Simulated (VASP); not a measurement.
Input of a VASP 6.6.1 run:

POSCAR

```
GaP
1.0
    0.0000000000      2.7253000000      2.7253000000
    2.7253000000      0.0000000000      2.7253000000
    2.7253000000      2.7253000000      0.0000000000
Ga P
1 1
Direct
    0.0000000000      0.0000000000      0.0000000000
    0.2500000000      0.2500000000      0.2500000000
```

The input INCAR.step1:

```
SYSTEM = GaP
PREC = Accurate
ENCUT = 520
ISMEAR = 0
SIGMA = 0.01
LREAL = .False.
LASPH = .True.
NELM = 60
NBANDS = 16
GGA = PE
ALGO = Normal
EDIFF = 1E-4
LWAVE = .True.
LCHARG = .False.
```

Contents of INCAR.step2:

```
SYSTEM = GaP
PREC = Accurate
ENCUT = 520
EDIFF = 1E-6
ISMEAR = 0
SIGMA = 0.01
LREAL = .False.
LASPH = .True.
NELM = 60
ALGO = Normal
ISIF = 2
LWAVE = .False.
LCHARG = .False.
METAGGA = R2SCAN
LMIXTAU = .True.
NBANDS = 16
ISTART = 1
```

KPOINTS

```
Automatic mesh
0
Gamma
  4 4 4
  0 0 0
```

Potentials or basis: VASP PAW PBE potentials, release 64 (Ga_d, P).

Command:

```sh
$ cat potpaw_PBE.64/Ga_d/POTCAR potpaw_PBE.64/P/POTCAR > POTCAR
$ cp INCAR.step1 INCAR
$ mpirun -np 1 vasp_std > vasp.out
$ cp INCAR.step2 INCAR
$ mpirun -np 1 vasp_std > vasp.out
```

Task: Predict the band gap on the k mesh.

Result: 1.88 eV (least direct gap 2.34 eV).

Task: Predict the pressure.

Result: 0.4 GPa.

Caveat: the k points lie up to 0.50 Å⁻¹ apart; the PAW data sets were made with another functional, which shifts forces and pressure a little. A k mesh can miss the band edges.
